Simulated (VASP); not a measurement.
# PbSe (R3m) in VASP: notebook

PbSe is run at these levels: PBE; tasks: single point, relaxation of cell and atoms.

Everything below comes from runs of VASP 6.6.1. Logs are shortened: lines on timing, memory, paths and dates and some standing lists are left out, and cuts for length are marked.

## 1. The cell of the first run

The structure is trigonal, space group R3m (No. 160). Conventional cell: a = 4.320 Å, b = 4.320 Å, c = 10.958 Å, α = 90.00°, β = 90.00°, γ = 120.00°. Pb (site symmetry 3m) has 6 Se at 2.87 to 3.35 Å within 3.8 Å. Se (site symmetry 3m) has 6 Pb at 2.87 to 3.35 Å within 3.8 Å.

## 2. Single point, PBE

File INCAR:

```
ALGO     = Normal         # electronic algorithm
EDIFF    = 1E-6           # SCF threshold, eV
ENCUT    = 520            # plane-wave cutoff, eV
GGA      = PE             # functional
ISIF     = 2              # what is computed and relaxed
ISMEAR   = 0              # smearing method
LASPH    = True           # aspherical terms in the spheres
LCHARG   = True           # write CHGCAR
LELF     = True           # ELF
LREAL    = False          # projectors in reciprocal space
LVHAR    = True         
LWAVE    = False          # write WAVECAR
NBANDS   = 17             # bands
NELM     = 80             # most SCF steps
PREC     = Accurate       # precision mode
SIGMA    = 0.1            # smearing width, eV
```

File KPOINTS:

```
k-points
0
Gamma
  6 6 6
```

File POSCAR:

```
PbSe
1.0
    2.1598675900      1.2470001300      3.6528292000
   -2.1598675900      1.2470001300      3.6528292000
    0.0000000000     -2.4940002600      3.6528292000
Pb Se
1 1
Direct
    0.9813205000      0.9813205000      0.9813205000
    0.5186795000      0.5186795000      0.5186795000
```

Potentials or basis: VASP PAW PBE potentials, release 64 (Pb_d, Se).

On the command line:

```bash
cat potpaw_PBE.64/Pb_d/POTCAR potpaw_PBE.64/Se/POTCAR > POTCAR
mpirun -np 1 vasp_std > vasp.out
```

OUTCAR:

```text
EDIFF = 1E-6
   ENCUT = 520
   GGA = PE
   ISIF = 2
   ISMEAR = 0
   LASPH = True
   LREAL = False
   NELM = 80
   PREC = Accurate

 ion  position               nearest neighbor table
   1  0.981  0.981  0.981-   2 2.87   2 2.87   2 2.87   2 3.35   2 3.35   2 3.35
   2  0.519  0.519  0.519-   1 2.87   1 2.87   1 2.87   1 3.35   1 3.35   1 3.35

  LATTYP: Found a trigonal (rhomboedric) cell.
 ALAT       =     4.4230304651
 COS(alpha) =     0.5230812582

  Lattice vectors:

 A1 = (   2.1598675900,   1.2470001300,   3.6528292000)
 A2 = (  -2.1598675900,   1.2470001300,   3.6528292000)
 A3 = (   0.0000000000,  -2.4940002600,   3.6528292000)

Analysis of symmetry for initial positions (statically):
=====================================================================
 Subroutine PRICEL returns:
 Original cell was already a primitive cell.

 Routine SETGRP: Setting up the symmetry group for a
 trigonal (rhombohedral) supercell.

 Subroutine GETGRP returns: Found  6 space group operations
 (whereof  6 operations were pure point group operations)
 out of a pool of 12 trial point group operations.

The static configuration has the point symmetry C_3v.

Analysis of symmetry for dynamics (positions and initial velocities):
=====================================================================
 Subroutine PRICEL returns:
 Original cell was already a primitive cell.

 Routine SETGRP: Setting up the symmetry group for a
 trigonal (rhombohedral) supercell.

 Subroutine GETGRP returns: Found  6 space group operations
 (whereof  6 operations were pure point group operations)
 out of a pool of 12 trial point group operations.

The dynamic configuration has the point symmetry C_3v.

 Subroutine INISYM returns: Found  6 space group operations
 (whereof  6 operations are pure point group operations),
 and found     1 'primitive' translations

----------------------------------------------------------------------------------------

                                     Primitive cell

  volume of cell :      59.0302

  direct lattice vectors                    reciprocal lattice vectors
     2.159867590  1.247000130  3.652829200     0.231495672  0.133654089  0.091253468
    -2.159867590  1.247000130  3.652829200    -0.231495672  0.133654089  0.091253468
     0.000000000 -2.494000260  3.652829200     0.000000000 -0.267308178  0.091253468

  length of vectors
     4.423030465  4.423030465  4.423030461     0.282455054  0.282455054  0.282455054

  position of ions in fractional coordinates (direct lattice)
     0.981320500  0.981320500  0.981320500
     0.518679500  0.518679500  0.518679500

  ion indices of the primitive-cell ions
   primitive index   ion index
                 1           1
                 2           2

----------------------------------------------------------------------------------------

 KPOINTS: k-points

Automatic generation of k-mesh.
 Grid dimensions read from file:
 generate k-points for:    6    6    6

 Generating k-lattice:

  Cartesian coordinates                     Fractional coordinates (reciprocal lattice)
     0.038582612  0.022275682  0.015208911     0.166666667  0.000000000  0.000000000
    -0.038582612  0.022275682  0.015208911     0.000000000  0.166666667  0.000000000
     0.000000000 -0.044551363  0.015208911     0.000000000  0.000000000  0.166666667

  Length of vectors
     0.047075842  0.047075842  0.047075842

  Shift w.r.t. Gamma in fractional coordinates (k-lattice)
     0.000000000  0.000000000  0.000000000

 Subroutine IBZKPT returns following result:
 ===========================================

 Found     32 irreducible k-points:

 Following reciprocal coordinates:
            Coordinates               Weight
  0.000000  0.000000  0.000000      1.000000
  0.166667 -0.000000  0.000000      6.000000
  0.333333 -0.000000  0.000000      6.000000
  0.500000  0.000000  0.000000      3.000000
  0.166667  0.166667  0.000000      6.000000
  0.333333  0.166667  0.000000     12.000000
[... 16 lines left out ...]
  0.500000  0.500000  0.166667      6.000000
 -0.333333  0.500000  0.166667     12.000000
 [... further k-points ...]
   k-points           NKPTS =     32   k-points in BZ     NKDIM =     32   number of bands    NBANDS=     17
   number of dos      NEDOS =    301   number of ions     NIONS =      2
   total plane-waves  NPLWV =  46656
   dimension x,y,z NGX =    36 NGY =   36 NGZ =   36
   dimension x,y,z NGXF=    72 NGYF=   72 NGZF=   72
   ions per type =               1   1
   NGX,Y,Z   is equivalent  to a cutoff of  13.53, 13.53, 13.53 a.u.
   NGXF,Y,Z  is equivalent  to a cutoff of  27.06, 27.06, 27.06 a.u.
 SYSTEM =  unknown system
   PREC   = accura    normal or accurate (medium, high low for compatibility)
   ISTART =      0    job   : 0-new  1-cont  2-samecut
   ICHARG =      2    charge: 1-file 2-atom 10-const
   ISPIN  =      1    spin polarized calculation?
   LNONCOLLINEAR =      F non collinear calculations
   LSORBIT =      F    spin-orbit coupling
   LASPH  =      T    aspherical Exc in radial PAW
   ENCUT  =  520.0 eV  38.22 Ry    6.18 a.u.   8.22  8.22  8.22*2*pi/ulx,y,z
   NELM   =     80;   NELMIN=  2; NELMDL= -5     # of ELM steps
   EDIFF  = 0.1E-05   stopping-criterion for ELM
   LREAL  =      F    real-space projection
   EDIFFG = 0.1E-04   stopping-criterion for IOM
   NSW    =      0    number of steps for IOM
   IBRION =     -1    ionic relax: 0-MD 1-quasi-New 2-CG
   NFREE  =      0    steps in history (QN), initial steepest desc. (CG)
   ISIF   =      2    stress and relaxation
   ISYM   =      2    0-nonsym 1-usesym 2-fastsym
   POTIM  = 0.5000    time-step for ionic-motion
   TEBEG  =    0.0;   TEEND  =   0.0 temperature during run
   PSTRESS=    0.0 pullay stress
   NELECT =      20.0000    total number of electrons
   NUPDOWN=      -1.0000    fix difference up-down
   EMIN   =  10.00;   EMAX   =-10.00  energy-range for DOS
   EFERMI =   0.00;   METHOD = LEGACY
   ISMEAR =     0;   SIGMA  =   0.10  broadening in eV -4-tet -1-fermi 0-gaus
   EFERMI_NEDOS =   21; number of points for ismear=-14 and -15
   IALGO  =     38    algorithm
   IMIX   =      4    mixing-type and parameters
     AMIX     =   0.40;   BMIX     =  1.00
     AMIX_MAG =   1.60;   BMIX_MAG =  1.00
  volume/ion in A,a.u.               =      29.52       199.18
  Fermi-wavevector in a.u.,A,eV,Ry     =   1.141283  2.156712 17.721960  1.302527
  Thomas-Fermi vector in A             =   2.277984
   LORBIT       =      0    0 simple, 1 ext, 2 COOP (PROOUT), +10 PAW based schemes
   GGA     = PE    functional components
   LHFCALC =     F    Hartree Fock is set to
   AEXX    =    0.0000 exact exchange contribution
   IVDW    =     0    specifies the selected vdW correction
   LEPSILON=     F    determine dielectric tensor
   LRPA    =     F    only Hartree local field effects (RPA)
 non-spin polarized calculation
 Gauss-broadening in eV      SIGMA  =   0.10
  energy-cutoff  :      520.00
  volume of cell :       59.03
 maximum number of plane-waves:      1608
 NGX is ok and might be reduce to    36
   NGX = 17   NGY = 17   NGZ = 17

 number of electron      19.9999999 magnetization

 Free energy of the ion-electron system (eV)
  ---------------------------------------------------
  ext. energy  EPLUGINS =         0.00000000
  ---------------------------------------------------
  free energy    TOTEN  =        -8.12487314 eV

  energy without entropy =       -8.12487314  energy(sigma->0) =       -8.12487314

 E-fermi :   4.9408     XC(G=0):  -9.3614

 val. band max:        4.5519518928   @ k =   0.5000   0.0000   0.0000
 cond. band min:       5.3303384141   @ k =   0.5000   0.0000   0.0000
 fundamental gap:      0.7783865213
 Fermi energy:         4.9407606478

 k-point     1 :       0.0000    0.0000    0.0000
  band No.  band energies     occupation
      1     -12.0040      2.00000
      2     -12.0040      2.00000
      3     -12.0018      2.00000
      4     -11.9871      2.00000
      5     -11.9871      2.00000
      6      -8.8285      2.00000
[... 9 lines left out ...]
     16      12.0076      0.00000
     17      12.7991      0.00000

 k-point     2 :       0.1667   -0.0000    0.0000
  band No.  band energies     occupation
      1     -12.0184      2.00000
      2     -12.0046      2.00000
      3     -11.9924      2.00000
      4     -11.9861      2.00000
      5     -11.9822      2.00000
      6      -8.6164      2.00000
[... 9 lines left out ...]
     16      11.9700      0.00000
     17      14.5229      0.00000

 k-point     3 :       0.3333   -0.0000    0.0000
  band No.  band energies     occupation
      1     -12.0418      2.00000
      2     -12.0121      2.00000
      3     -11.9869      2.00000
      4     -11.9755      2.00000
      5     -11.9659      2.00000
      6      -8.0951      2.00000
[... 9 lines left out ...]
     16      13.3240      0.00000
     17      16.5125      0.00000

 k-point     4 :       0.5000    0.0000    0.0000
  band No.  band energies     occupation
      1     -12.0530      2.00000
      2     -12.0165      2.00000
      3     -11.9867      2.00000
      4     -11.9678      2.00000
      5     -11.9570      2.00000
      6      -7.7490      2.00000
[... 9 lines left out ...]
     16      14.9609      0.00000
     17      15.0766      0.00000

 k-point     5 :       0.1667    0.1667    0.0000
  band No.  band energies     occupation
      1     -12.0279      2.00000
      2     -11.9986      2.00000
      3     -11.9981      2.00000
      4     -11.9833      2.00000
      5     -11.9781      2.00000
      6      -8.5564      2.00000
[... 9 lines left out ...]
     16      12.8949      0.00000
     17      13.5773      0.00000

 k-point     6 :       0.3333    0.1667    0.0000
  band No.  band energies     occupation
      1     -12.0524      2.00000
      2     -12.0049      2.00000
      3     -11.9930      2.00000
      4     -11.9729      2.00000
      5     -11.9678      2.00000
      6      -8.1384      2.00000
[... 9 lines left out ...]
     16      13.9673      0.00000
     17      15.5666      0.00000

 k-point     7 :       0.5000    0.1667    0.0000
  band No.  band energies     occupation
      1     -12.0663      2.00000
      2     -12.0132      2.00000
      3     -11.9840      2.00000
      4     -11.9695      2.00000
      5     -11.9600      2.00000
      6      -7.6856      2.00000
[... 9 lines left out ...]
     16      15.1007      0.00000
     17      15.4607      0.00000

 k-point     8 :      -0.3333    0.1667   -0.0000
  band No.  band energies     occupation
      1     -12.0597      2.00000
      2     -12.0132      2.00000
      3     -11.9822      2.00000
      4     -11.9722      2.00000
      5     -11.9637      2.00000
      6      -7.7811      2.00000
[... 9 lines left out ...]
     16      14.4907      0.00000
     17      15.6976      0.00000
[... 203 lines left out ...]
      1     -12.0447      2.00000
      2     -12.0027      2.00000
      3     -11.9984      2.00000
      4     -11.9747      2.00000
      5     -11.9664      2.00000
      6      -8.2200      2.00000
[... 9 lines left out ...]
     16      14.2700      0.00000
     17      15.4925      0.00000

 k-point    20 :       0.5000    0.3333    0.1667
  band No.  band energies     occupation
      1     -12.0733      2.00000
      2     -12.0042      2.00000
      3     -11.9917      2.00000
      4     -11.9697      2.00000
      5     -11.9599      2.00000
      6      -7.8165      2.00000
[... 9 lines left out ...]
     16      14.6284      0.00000
     17      15.5602      0.00000

 k-point    21 :      -0.3333    0.3333    0.1667
  band No.  band energies     occupation
      1     -12.0897      2.00000
      2     -12.0054      2.00000
      3     -11.9804      2.00000
      4     -11.9768      2.00000
      5     -11.9537      2.00000
      6      -7.5190      2.00000
[... 9 lines left out ...]
     16      15.8138      0.00000
     17      16.0246      0.00000

 k-point    22 :      -0.1667    0.3333    0.1667
  band No.  band energies     occupation
      1     -12.0820      2.00000
      2     -12.0032      2.00000
      3     -11.9914      2.00000
      4     -11.9655      2.00000
      5     -11.9604      2.00000
      6      -7.7128      2.00000
[... 9 lines left out ...]
     16      14.6884      0.00000
     17      15.5907      0.00000

 k-point    23 :       0.5000    0.5000    0.1667
  band No.  band energies     occupation
      1     -12.1051      2.00000
      2     -12.0018      2.00000
      3     -11.9918      2.00000
      4     -11.9605      2.00000
      5     -11.9534      2.00000
      6      -7.6165      2.00000
[... 9 lines left out ...]
     16      15.6752      0.00000
     17      16.2247      0.00000

 k-point    24 :      -0.3333    0.5000    0.1667
  band No.  band energies     occupation
      1     -12.1108      2.00000
      2     -11.9989      2.00000
      3     -11.9920      2.00000
      4     -11.9654      2.00000
      5     -11.9496      2.00000
      6      -7.4440      2.00000
[... 9 lines left out ...]
     16      16.0264      0.00000
     17      16.8502      0.00000

 [... further k-points ...]
[... 5 lines left out ...]
  --------------------------------------------------------------------------------------
  -------------------------------------------------------------------------------------
  Total        1.1921361      1.1921360      1.0419533      0.0000000     -0.0000000      0.0000000
  in kB       32.3565464     32.3565462     28.2803375      0.0000000     -0.0000000      0.0000000
  external PRESSURE =      30.9978100 kB  Pullay stress =       0.0000000 kB

 VOLUME and BASIS-vectors are now :
 -----------------------------------------------------------------------------
  energy-cutoff  :      520.00
  volume of cell :       59.03
      direct lattice vectors                 reciprocal lattice vectors
     2.159867590  1.247000130  3.652829200     0.231495672  0.133654089  0.091253468
    -2.159867590  1.247000130  3.652829200    -0.231495672  0.133654089  0.091253468
     0.000000000 -2.494000260  3.652829200     0.000000000 -0.267308178  0.091253468

 POSITION                                       TOTAL-FORCE (eV/Angst)
 -----------------------------------------------------------------------------------
      0.00000      0.00000     10.75379         0.000000      0.000000      0.570484
      0.00000      0.00000      5.68394         0.000000     -0.000000     -0.570484
 -----------------------------------------------------------------------------------
    total drift:                                0.000000      0.000000     -0.000013

  FREE ENERGIE OF THE ION-ELECTRON SYSTEM (eV)
  ---------------------------------------------------
  free  energy   TOTEN  =        -8.1248731448 eV

  energy  without entropy=       -8.1248731444  energy(sigma->0) =       -8.12487314
```

Wall time 23 s (1 thread of Intel Xeon Platinum 8488C (Sapphire Rapids), shared host); peak memory 0.21 GiB.

Results:

```
Free energy            : -8.1249 eV
Pressure               : 3.1 GPa
Largest force          : 0.570 eV/Å
Band gap on the k mesh : 0.78 eV
```

Forces in eV/Å, atoms in the order of the input:
```
Pb   0.000  0.000  0.570
Se   0.000  0.000 -0.570
```

Levels at points of the mesh, in eV from the valence-band top:
| k point | band 6 | band 7 | band 8 | band 9 | band 10 | band 11 | band 12 | band 13 | band 14 | band 15 |
| --- | --- | --- | --- | --- | --- | --- | --- | --- | --- | --- |
| (0.00, 0.00, 0.00) | -13.38 | -6.05 | -1.67 | -1.67 | -1.54 | 3.90 | 4.62 | 4.62 | 7.16 | 7.16 |
| (0.50, 0.00, 0.00) | -12.30 | -8.49 | -1.66 | -1.56 | 0.00 | 0.78 | 2.26 | 2.53 | 8.42 | 10.19 |
| (0.50, 0.50, 0.00) | -12.01 | -7.40 | -4.35 | -2.96 | -2.75 | 3.29 | 5.85 | 6.15 | 6.48 | 11.16 |
| (0.50, 0.50, 0.50) | -12.57 | -8.16 | -1.38 | -1.38 | -0.54 | 1.42 | 2.25 | 2.25 | 8.12 | 10.41 |

Caveat: the cell stands under pressure; spin-orbit coupling is left out, which moves the levels of the heavy elements. A k mesh can miss the band edges.

## 3. Relaxation of cell and atoms, PBE

File INCAR:

```
ALGO = Normal ; EDIFF = 1E-6
EDIFFG = -0.04 ; ENCUT = 600
GGA = PE ; IBRION = 2
ISIF = 3 ; ISMEAR = 0
LASPH = True ; LCHARG = False
LREAL = False ; LWAVE = False
NELM = 60 ; NSW = 90
PREC = Accurate ; SIGMA = 0.1
```

KPOINTS is that of step 2.

POSCAR is that of step 2.

Potentials or basis: VASP PAW PBE potentials, release 64 (Pb_d, Se).

On the command line:

```bash
cat potpaw_PBE.64/Pb_d/POTCAR potpaw_PBE.64/Se/POTCAR > POTCAR
mpirun -np 1 vasp_std > vasp.out
```

Run time: 2.2 min. Hardware: 1 thread of Intel Xeon Platinum 8488C (Sapphire Rapids), shared host; peak memory 0.23 GiB.

It converged, with:

| Item | Value |
| --- | --- |
| Free energy | -8.2007 eV |
| Relaxed volume | 30.15 Å³/atom |
| Relaxed cell | a = 4.401 Å, b = 4.401 Å, c = 4.401 Å, α = 60.01°, β = 60.01°, γ = 60.01° |
| Space group after relaxing (to 0.1 Å) | R3m (No. 160) |
| Energy gained by relaxing | 37.9 meV/atom |
| Ionic steps | 11 |
| Pressure after relaxing | -0.1 GPa |
| Largest force after relaxing | 0.010 eV/Å |
| Band gap on the k mesh | 0.48 eV |

Forces in eV/Å, atoms in the order of the input:
```
Pb   0.000  0.000  0.010
Se   0.000  0.000 -0.010
```

Stress tensor (GPa, compression positive):
```
-0.13  0.00  0.00
 0.00 -0.13  0.00
 0.00  0.00 -0.03
```

The path:
| step | energy change (eV) | largest force (eV/Å) | pressure (GPa) | volume (Å³) |
| --- | --- | --- | --- | --- |
| 1 | 0.0000 | 0.5704 | 3.13 | 59.03 |
| 2 | -0.0432 | 0.1273 | -1.25 | 64.09 |
| 3 | -0.0472 | 0.2164 | -0.35 | 62.87 |
| 4 | -0.0525 | 0.1879 | -0.31 | 62.50 |
| 5 | -0.0635 | 0.1179 | 0.00 | 61.37 |
| 6 | -0.0659 | 0.0342 | 1.00 | 59.17 |
| 7 | -0.0680 | 0.0615 | 0.52 | 60.05 |
| 8 | -0.0719 | 0.0200 | -0.09 | 60.63 |
| 9 | -0.0724 | 0.0021 | -0.47 | 61.02 |
| 10 | -0.0753 | 0.0076 | -0.24 | 60.54 |
| 11 | -0.0757 | 0.0096 | -0.10 | 60.29 |

Final structure:
```cif
data_structure
_symmetry_space_group_name_H-M 'P 1'
_symmetry_Int_Tables_number 1
_cell_length_a 4.4009
_cell_length_b 4.4009
_cell_length_c 4.4009
_cell_angle_alpha 60.014
_cell_angle_beta 60.014
_cell_angle_gamma 60.014
_cell_volume 60.29
loop_
_atom_site_label
_atom_site_type_symbol
_atom_site_fract_x
_atom_site_fract_y
_atom_site_fract_z
_atom_site_occupancy
Pb1 Pb 0.99587 0.99587 0.99587 1
Se1 Se 0.50413 0.50413 0.50413 1
```

Levels at points of the mesh, in eV from the valence-band top:
| k point | band 7 | band 8 | band 9 | band 10 | band 11 | band 12 | band 13 | band 14 |
| --- | --- | --- | --- | --- | --- | --- | --- | --- |
| (0.00, 0.00, 0.00) | -6.33 | -1.62 | -1.62 | -1.60 | 4.59 | 4.64 | 4.64 | 6.73 |
| (0.50, 0.00, 0.00) | -8.49 | -1.26 | -1.25 | 0.00 | 0.48 | 1.87 | 1.88 | 8.52 |
| (0.50, 0.50, 0.00) | -7.26 | -4.51 | -2.89 | -2.87 | 3.90 | 5.48 | 5.52 | 5.88 |
| (0.50, 0.50, 0.50) | -8.46 | -1.25 | -1.25 | -0.07 | 0.54 | 1.85 | 1.85 | 8.50 |

Caveat: spin-orbit coupling is left out, which moves the levels of the heavy elements. A k mesh can miss the band edges.
